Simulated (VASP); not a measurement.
Wanted: the native input for a VASP 6.6.1 run.

```yaml
Task: single point
Functional: LDA
Potentials_or_basis: VASP PAW LDA potentials, release 64 (Sb)
Cutoff: 500 eV
k_mesh: 7 × 7 × 7
Occupations: fermi-dirac, width 0.1 eV
Spin: no spin polarisation
Dipole_correction: no
Further_INCAR_settings: ALGO = Normal; EDIFF = 1e-06; NBANDS = 8
```

The structure of Sb lies in POSCAR:

```
Sb
1.0
    3.2015837161      0.0000000000      0.0000000000
    0.0000000000      3.2015837161      0.0000000000
    0.0000000000      0.0000000000      3.2015837161
Sb
1
Direct
    0.0000000000      0.0000000000      0.0000000000
```

The input as run:

INCAR

```
PREC     = Accurate       # precision mode
ENCUT    = 500            # plane-wave cutoff, eV
EDIFF    = 1E-6           # SCF threshold, eV
ISMEAR   = -1             # smearing method
SIGMA    = 0.1            # smearing width, eV
LREAL    = F              # projectors in reciprocal space
LASPH    = T              # aspherical terms in the spheres
NELM     = 120            # most SCF steps
ALGO     = Normal         # electronic algorithm
ISIF     = 2              # what is computed and relaxed
LWAVE    = F              # write WAVECAR
LCHARG   = F              # write CHGCAR
NBANDS   = 8              # bands
GGA_COMPAT= F
```

KPOINTS

```
Automatic mesh
0
Gamma
  7 7 7
```

Potentials or basis: VASP PAW LDA potentials, release 64 (Sb).

The run is started by

```console
$ cat potpaw_LDA.64/Sb/POTCAR > POTCAR
$ mpirun -np 1 vasp_std > vasp.out
```

Results of the run:

```yaml
Pressure: -7.1 GPa
```

It took 2.6 s on 1 thread of Intel Xeon 6975P-C (shared host), peak memory 0.12 GiB.
